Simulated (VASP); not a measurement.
Wanted: the native input for a VASP 6.6.1 run.

```yaml
Task: single point
Functional: RPBE
Potentials_or_basis: VASP PAW PBE potentials, release 64 (Ti_sv, C)
Cutoff: 520 eV
k_mesh: 11 × 11 × 11
Occupations: fermi-dirac, width 0.05 eV
Spin: no spin polarisation
Dipole_correction: no
Further_INCAR_settings: ALGO = Normal; EDIFF = 1e-07; NBANDS = 15
```

The structure of TiC lies in POSCAR:

```
TiC
1.0
    0.0000000000      2.1797931816      2.1797931816
    2.1797931816      0.0000000000      2.1797931816
    2.1797931816      2.1797931816      0.0000000000
Ti C
1 1
Direct
    0.0000000000      0.0000000000      0.0000000000
    0.5000000000      0.5000000000      0.5000000000
```

These files were run (other wordings do the same):

INCAR

```
SYSTEM = TiC
  PREC = Accurate
  ENCUT = 520
  EDIFF = 1E-7
  ISMEAR = -1
  SIGMA = 0.05
  LREAL = .False.
  LASPH = .True.
  NELM = 60
  ALGO = Normal
  ISIF = 2
  LWAVE = .False.
  LCHARG = .True.
  GGA = RP
  LELF = .True.
  LVHAR = .True.
  NBANDS = 15
```

KPOINTS

```
Automatic mesh
0
Gamma
  11 11 11
  0 0 0
```

Potentials or basis: VASP PAW PBE potentials, release 64 (Ti_sv, C).

Run with:

```console
$ cat potpaw_PBE.64/Ti_sv/POTCAR potpaw_PBE.64/C/POTCAR > POTCAR
$ mpirun -np 1 vasp_std > vasp.out
```

It gave:

The pressure is 0.2 GPa. The band gap on the k mesh is zero (bands 8 and 9 overlap by 1.11 eV).

Caveat: the PAW data sets were made with another functional, which shifts forces and pressure a little.

It took 41 s on 1 thread of AMD EPYC 7R13, with other jobs on the host, peak memory 0.12 GiB.
